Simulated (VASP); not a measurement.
# Tl (P6_3/mmc) in VASP: a series of runs, part 3 of 3

VASP 6.6.1. The steps go on from the part before.

### 6 Single point, PBEsol

This run uses another cell than the first one, of the same volume but with other edges.

INCAR

```
SYSTEM = Tl
PREC     = Accurate       ! precision mode
ENCUT    = 520            ! plane-wave cutoff, eV
EDIFF    = 1E-6           ! SCF threshold, eV
ISMEAR   = 0              ! smearing method
SIGMA    = 0.15           ! smearing width, eV
LREAL    = .FALSE.        ! projectors in reciprocal space
LASPH    = .TRUE.         ! aspherical terms in the spheres
NELM     = 60             ! most SCF steps
ALGO     = Fast           ! electronic algorithm
ISIF     = 2              ! what is computed and relaxed
LWAVE    = .FALSE.        ! write WAVECAR
LCHARG   = .FALSE.        ! write CHGCAR
GGA      = PS             ! functional
NBANDS   = 20             ! bands
```

KPOINTS

```
Automatic mesh
0
G
  18 18 10
  0 0 0
```

POSCAR

```
Tl
1.0
    3.5033466835      0.0000000000      0.0000000000
   -1.7516733418      3.0339872261      0.0000000000
    0.0000000000      0.0000000000      5.3766665641
Tl
2
Direct
    0.3333333333      0.6666666667      0.2500000000
    0.6666666667      0.3333333333      0.7500000000
```

Potentials or basis: VASP PAW PBE potentials, release 64 (Tl_d).

Started as:

```
$ cat potpaw_PBE.64/Tl_d/POTCAR > POTCAR
$ mpirun -np 1 vasp_std > vasp.out
```

OUTCAR:

```text
SYSTEM = Tl
   PREC = Accurate
   ENCUT = 520
   EDIFF = 1E-6
   ISMEAR = 0
   LREAL = .FALSE.
   LASPH = .TRUE.
   NELM = 60
   ISIF = 2
   GGA = PS

 ion  position               nearest neighbor table
   1  0.333  0.667  0.250-   2 3.36   2 3.36   2 3.36   2 3.36   2 3.36   2 3.36
   2  0.667  0.333  0.750-   1 3.36   1 3.36   1 3.36   1 3.36   1 3.36   1 3.36

  LATTYP: Found a hexagonal cell.
 ALAT       =     3.5033466835
 C/A-ratio  =     1.5347229520

  Lattice vectors:

 A1 = (   3.5033466835,   0.0000000000,   0.0000000000)
 A2 = (  -1.7516733418,   3.0339872261,   0.0000000000)
 A3 = (   0.0000000000,   0.0000000000,   5.3766665641)

Analysis of symmetry for initial positions (statically):
=====================================================================
 Subroutine PRICEL returns:
 Original cell was already a primitive cell.

 Routine SETGRP: Setting up the symmetry group for a
 hexagonal supercell.

 Subroutine GETGRP returns: Found 24 space group operations
 (whereof 12 operations were pure point group operations)
 out of a pool of 24 trial point group operations.

The static configuration has the point symmetry D_3d.
 The point group associated with its full space group is D_6h.

Analysis of symmetry for dynamics (positions and initial velocities):
=====================================================================
 Subroutine PRICEL returns:
 Original cell was already a primitive cell.

 Routine SETGRP: Setting up the symmetry group for a
 hexagonal supercell.

 Subroutine GETGRP returns: Found 24 space group operations
 (whereof 12 operations were pure point group operations)
 out of a pool of 24 trial point group operations.

The dynamic configuration has the point symmetry D_3d.
 The point group associated with its full space group is D_6h.

 Subroutine INISYM returns: Found 24 space group operations
 (whereof 12 operations are pure point group operations),
 and found     1 'primitive' translations

----------------------------------------------------------------------------------------

                                     Primitive cell

  volume of cell :      57.1492

  direct lattice vectors                    reciprocal lattice vectors
     3.503346683  0.000000000  0.000000000     0.285441348  0.164799639  0.000000000
    -1.751673342  3.033987226  0.000000000     0.000000000  0.329599278  0.000000000
     0.000000000  0.000000000  5.376666564     0.000000000  0.000000000  0.185988844

  length of vectors
     3.503346683  3.503346683  5.376666564     0.329599278  0.329599278  0.185988844

  position of ions in fractional coordinates (direct lattice)
     0.333333333  0.666666667  0.250000000
     0.666666667  0.333333333  0.750000000

  ion indices of the primitive-cell ions
   primitive index   ion index
                 1           1
                 2           2

----------------------------------------------------------------------------------------

 KPOINTS: Automatic mesh

Automatic generation of k-mesh.
 Grid dimensions read from file:
 generate k-points for:   18   18   10

 Generating k-lattice:

  Cartesian coordinates                     Fractional coordinates (reciprocal lattice)
     0.015857853  0.009155536  0.000000000     0.055555556  0.000000000  0.000000000
     0.000000000  0.018311071  0.000000000     0.000000000  0.055555556  0.000000000
     0.000000000  0.000000000  0.018598884     0.000000000  0.000000000  0.100000000

  Length of vectors
     0.018311071  0.018311071  0.018598884

  Shift w.r.t. Gamma in fractional coordinates (k-lattice)
     0.000000000  0.000000000  0.000000000

 Subroutine IBZKPT returns following result:
 ===========================================

 Found    222 irreducible k-points:

 Following reciprocal coordinates:
            Coordinates               Weight
  0.000000  0.000000  0.000000      1.000000
  0.055556 -0.000000  0.000000      6.000000
  0.111111 -0.000000  0.000000      6.000000
  0.166667 -0.000000  0.000000      6.000000
  0.222222  0.000000  0.000000      6.000000
  0.277778  0.000000  0.000000      6.000000
[... 16 lines left out ...]
  0.333333  0.111111  0.000000     12.000000
  0.388889  0.111111  0.000000     12.000000
 [... further k-points ...]
   k-points           NKPTS =    222   k-points in BZ     NKDIM =    222   number of bands    NBANDS=     20
   number of dos      NEDOS =    301   number of ions     NIONS =      2
   total plane-waves  NPLWV =  31360
   dimension x,y,z NGX =    28 NGY =   28 NGZ =   40
   dimension x,y,z NGXF=    56 NGYF=   56 NGZF=   80
   ions per type =               2
   NGX,Y,Z   is equivalent  to a cutoff of  13.29, 13.29, 12.37 a.u.
   NGXF,Y,Z  is equivalent  to a cutoff of  26.57, 26.57, 24.74 a.u.
 SYSTEM =  Tl
   PREC   = accura    normal or accurate (medium, high low for compatibility)
   ISTART =      0    job   : 0-new  1-cont  2-samecut
   ICHARG =      2    charge: 1-file 2-atom 10-const
   ISPIN  =      1    spin polarized calculation?
   LNONCOLLINEAR =      F non collinear calculations
   LSORBIT =      F    spin-orbit coupling
   LASPH  =      T    aspherical Exc in radial PAW
   ENCUT  =  520.0 eV  38.22 Ry    6.18 a.u.   6.51  6.51 10.00*2*pi/ulx,y,z
   NELM   =     60;   NELMIN=  2; NELMDL= -5     # of ELM steps
   EDIFF  = 0.1E-05   stopping-criterion for ELM
   LREAL  =      F    real-space projection
   EDIFFG = 0.1E-04   stopping-criterion for IOM
   NSW    =      0    number of steps for IOM
   IBRION =     -1    ionic relax: 0-MD 1-quasi-New 2-CG
   NFREE  =      0    steps in history (QN), initial steepest desc. (CG)
   ISIF   =      2    stress and relaxation
   ISYM   =      2    0-nonsym 1-usesym 2-fastsym
   POTIM  = 0.5000    time-step for ionic-motion
   TEBEG  =    0.0;   TEEND  =   0.0 temperature during run
   PSTRESS=    0.0 pullay stress
   NELECT =      26.0000    total number of electrons
   NUPDOWN=      -1.0000    fix difference up-down
   EMIN   =  10.00;   EMAX   =-10.00  energy-range for DOS
   EFERMI =   0.00;   METHOD = LEGACY
   ISMEAR =     0;   SIGMA  =   0.15  broadening in eV -4-tet -1-fermi 0-gaus
   EFERMI_NEDOS =   21; number of points for ismear=-14 and -15
   IALGO  =     68    algorithm
   IMIX   =      4    mixing-type and parameters
     AMIX     =   0.40;   BMIX     =  1.00
     AMIX_MAG =   1.60;   BMIX_MAG =  1.00
  volume/ion in A,a.u.               =      28.57       192.83
  Fermi-wavevector in a.u.,A,eV,Ry     =   1.259107  2.379367 21.570001  1.585350
  Thomas-Fermi vector in A             =   2.392683
   LORBIT       =      0    0 simple, 1 ext, 2 COOP (PROOUT), +10 PAW based schemes
   GGA     = PS    functional components
   LHFCALC =     F    Hartree Fock is set to
   AEXX    =    0.0000 exact exchange contribution
   IVDW    =     0    specifies the selected vdW correction
   LEPSILON=     F    determine dielectric tensor
   LRPA    =     F    only Hartree local field effects (RPA)
 non-spin polarized calculation
 RMM-DIIS sequential band-by-band and
 Gauss-broadening in eV      SIGMA  =   0.15
  energy-cutoff  :      520.00
  volume of cell :       57.15
 maximum number of plane-waves:      1580
 NGX is ok and might be reduce to    28

 number of electron      25.9999999 magnetization

 Free energy of the ion-electron system (eV)
  ---------------------------------------------------
  ext. energy  EPLUGINS =         0.00000000
  ---------------------------------------------------
  free energy    TOTEN  =        -5.26281358 eV

  energy without entropy =       -5.25158141  energy(sigma->0) =       -5.25719750

 E-fermi :   6.3745     XC(G=0): -10.3675

 val. band max:        6.3678714690   @ k =   0.2778   0.0556   0.3000
 cond. band min:       6.3747114218   @ k =   0.3333   0.2778   0.2000
 fundamental gap:      0.0068399528
 Fermi energy:         6.3744731802

 k-point     1 :       0.0000    0.0000    0.0000
  band No.  band energies     occupation
      1      -5.3543      2.00000
      2      -5.0951      2.00000
      3      -5.0951      2.00000
      4      -5.0727      2.00000
      5      -5.0332      2.00000
      6      -5.0332      2.00000
[... 12 lines left out ...]
     19      16.7926      0.00000
     20      18.2674      0.00000

 k-point     2 :       0.0556   -0.0000    0.0000
  band No.  band energies     occupation
      1      -5.3446      2.00000
      2      -5.1203      2.00000
      3      -5.0828      2.00000
      4      -5.0462      2.00000
      5      -5.0364      2.00000
      6      -5.0361      2.00000
[... 498 lines left out ...]
 k-point    24 :       0.3889    0.1111    0.0000
  band No.  band energies     occupation
      1      -5.4078      2.00000
      2      -5.3470      2.00000
      3      -5.1842      2.00000
      4      -5.1698      2.00000
      5      -4.9137      2.00000
      6      -4.9063      2.00000
[... 12 lines left out ...]
     19      15.1183      0.00000
     20      15.7490      0.00000

 [... further k-points ...]
[... 5 lines left out ...]
  --------------------------------------------------------------------------------------
  -------------------------------------------------------------------------------------
  Total       -0.0840754     -0.0840754      0.3204484      0.0000000      0.0000000      0.0000000
  in kB       -2.3570529     -2.3570529      8.9837709      0.0000000      0.0000000      0.0000000
  external PRESSURE =       1.4232217 kB  Pullay stress =       0.0000000 kB

 VOLUME and BASIS-vectors are now :
 -----------------------------------------------------------------------------
  energy-cutoff  :      520.00
  volume of cell :       57.15
      direct lattice vectors                 reciprocal lattice vectors
     3.503346683  0.000000000  0.000000000     0.285441348  0.164799639  0.000000000
    -1.751673342  3.033987226  0.000000000     0.000000000  0.329599278  0.000000000
     0.000000000  0.000000000  5.376666564     0.000000000  0.000000000  0.185988844

 POSITION                                       TOTAL-FORCE (eV/Angst)
 -----------------------------------------------------------------------------------
     -0.00000      2.02266      1.34417         0.000000      0.000000      0.000000
      1.75167      1.01133      4.03250        -0.000000     -0.000000      0.000000
 -----------------------------------------------------------------------------------
    total drift:                                0.000000     -0.000000      0.000000

  FREE ENERGIE OF THE ION-ELECTRON SYSTEM (eV)
  ---------------------------------------------------
  free  energy   TOTEN  =        -5.2628135838 eV

  energy  without entropy=       -5.2515814070  energy(sigma->0) =       -5.25719750
```

Run time: 69 s. Hardware: 1 thread of Intel Xeon 6975P-C (Granite Rapids), shared host; peak memory 0.32 GiB.

Results:

```yaml
Free_energy: -5.2628 eV
Pressure: 0.1 GPa
Band_gap_on_the_k_mesh: zero (band 13 reaches 10.37 eV, above the bottom of band 14 at 4.09 eV)
```

Levels at points of the mesh, in eV from the Fermi level:
```csv
k point,band 9,band 10,band 11,band 12,band 13,band 14,band 15,band 16,band 17,band 18
"(0.00, 0.00, 0.00)",-11.01,-11.01,-10.06,-4.69,-2.71,7.50,7.50,9.69,9.69,10.00
"(0.50, 0.00, 0.00)",-10.99,-10.94,-5.94,-4.81,-0.47,0.82,1.38,3.54,3.90,7.88
"(0.00, 0.00, 0.50)",-11.12,-11.12,-8.54,-8.54,3.96,3.96,8.55,8.55,8.55,8.55
"(0.50, 0.00, 0.50)",-11.00,-11.00,-4.79,-4.79,-2.29,-2.29,5.35,5.35,6.43,6.43
```

Caveat: the PAW data sets were made with another functional, which shifts forces and pressure a little; spin-orbit coupling is left out, which moves the levels of the heavy elements.

### 7 Summary

| cell | gap on the mesh (eV) | pressure (GPa) |
| --- | --- | --- |
| a = 3.648, b = 3.648, c = 4.958 Å, angles 90.0, 90.0, 120.0°, 2 atoms | none | 0.8 |
| a = 3.252, b = 3.252, c = 6.239 Å, angles 90.0, 90.0, 120.0°, 2 atoms | none | 0.9 |
| a = 3.553, b = 3.553, c = 5.226 Å, angles 90.0, 90.0, 120.0°, 2 atoms | none | 0.4 |
| a = 3.348, b = 3.348, c = 5.887 Å, angles 90.0, 90.0, 120.0°, 2 atoms | none | 0.0 |
| a = 3.503, b = 3.503, c = 5.377 Å, angles 90.0, 90.0, 120.0°, 2 atoms | none | 0.1 |

Alike in all rows: task single point; level PBEsol; potentials or basis VASP PAW PBE potentials, release 64 (Tl_d); no spin polarisation; k mesh 18 × 18 × 10; cutoff (eV) 520; smearing gaussian 0.15 eV.

Caveats: the PAW data sets were made with another functional, which shifts forces and pressure a little; spin-orbit coupling is left out, which moves the levels of the heavy elements.

Absolute energies hang on the potentials; compare differences alone.
